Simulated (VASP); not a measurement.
Write the native input for VASP 6.6.1 that does the following.

```
Task                   : single point
Functional             : PBE
Potentials or basis    : VASP PAW PBE potentials, release 64 (Al, Cl)
Cutoff                 : 520 eV
k mesh                 : 6 × 6 × 1
Occupations            : gaussian, width 0.1 eV
Spin                   : no spin polarisation
Dipole correction      : yes
Further INCAR settings : ALGO = Normal; EDIFF = 1e-07; NBANDS = 34
```

The structure of Al12Cl lies in POSCAR:

```
Al12Cl
1.0
    5.7135165838      0.0000000000      0.0000000000
   -2.8567582919      4.9480505065      0.0000000000
    0.0000000000      0.0000000000     20.1013781901
Al Cl
12 1
Direct
    0.3333333333      0.1666666667      0.1989913310
    0.3333333333      0.6666666667      0.1989913310
    0.8333333333      0.1666666667      0.1989913310
    0.8333333333      0.6666666667      0.1989913310
    0.1666666667      0.3333333333      0.3134471574
    0.1666666667      0.8333333333      0.3134471574
    0.6666666667      0.3333333333      0.3134471574
    0.6666666667      0.8333333333      0.3134471574
    0.0000000000      0.0000000000      0.4278999235
    0.0000000000      0.5000000000      0.4278999235
    0.5000000000      0.0000000000      0.4278999235
    0.5000000000      0.5000000000      0.4278999235
    0.3333333333      0.1666666667      0.5301415689
```

The input as run:

INCAR

```
ALGO = Normal
DIPOL = 0.5 0.5 0.330
EDIFF = 1E-7
ENCUT = 520
GGA = PE
IDIPOL = 3
ISIF = 2
ISMEAR = 0
LASPH = True
LCHARG = True
LDIPOL = True
LELF = True
LREAL = False
LVACPOTAV = True
LVHAR = True
LWAVE = False
NBANDS = 34
NELM = 100
PREC = Accurate
SIGMA = 0.1
```

KPOINTS

```
k-points
0
Gamma
  6 6 1
```

Potentials or basis: VASP PAW PBE potentials, release 64 (Al, Cl).

Run with:

```sh
$ cat potpaw_PBE.64/Al/POTCAR potpaw_PBE.64/Cl/POTCAR > POTCAR
$ mpirun -np 1 vasp_std > vasp.out
```

Results of the run:

```json
{
  "Largest force": "0.406 eV/Å",
  "Band gap on the k mesh": "zero (an odd number of electrons rules out a gap without spin polarisation)"
}
```

Caveat: an odd number of electrons without spin polarisation forces a metal; a magnetic or distorted state may lie lower.

Wall time 4 min on 1 thread of Intel(R) Xeon(R) Platinum 8488C (Sapphire Rapids), on a shared host, peak memory 0.61 GiB.
